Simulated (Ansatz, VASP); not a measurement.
**One calculation of PtSe2, two programs**

```
Pt Se
1.0
    -3.72400    0.00000    0.00000
    -1.86200   -3.22508    0.00000
     0.00000    0.00000   10.12400
Pt Se
2 4
Direct
  0.00000 0.00000 0.00000
  0.00000 0.00000 0.50000
  0.33333 0.33333 0.12500
  0.33333 0.33333 0.62500
  0.66667 0.66667 0.37500
  0.66667 0.66667 0.87500
```

Alike in both runs: task single point; functional PBE; dispersion D3(BJ); k mesh 14 × 14 × 5; occupations gaussian, width 0.15 eV; no spin polarisation.

|  | VASP | Ansatz |
| --- | --- | --- |
| version | VASP 6.6.1 | Ansatz 0.2.0 |
| potentials or method | VASP PAW PBE potentials, release 64 (Pt, Se), cutoff 520 eV | scalar-relativistic, plane waves, PAW |
| valence electrons in the cell | 44 | 100 |

Ansatz gave:

| Quantity | Value |
| --- | --- |
| gap on the k mesh at the Fermi level (eV) | none |
| pressure (GPa) | 3.5 |
| traceless stress, the component that is largest in VASP (GPa) | -1.40 |
| rms of the force components (eV/Å) | 0.281 |

**Question.** Which values does VASP return?

**Answer.** gap on the k mesh at the Fermi level (eV): none; pressure (GPa): 3.4; traceless stress, the component that is largest in VASP (GPa): -1.41; rms of the force components (eV/Å): 0.283.

Atom by atom the forces differ by 0.003 eV/Å (rms over components). A gap of «none» marks a metal or a gap that the smearing closes. VASP's potentials hold 44 valence electrons a cell and Ansatz's 100, so a difference there can come from the potentials and not from the codes.

Neither program's run includes spin-orbit coupling.
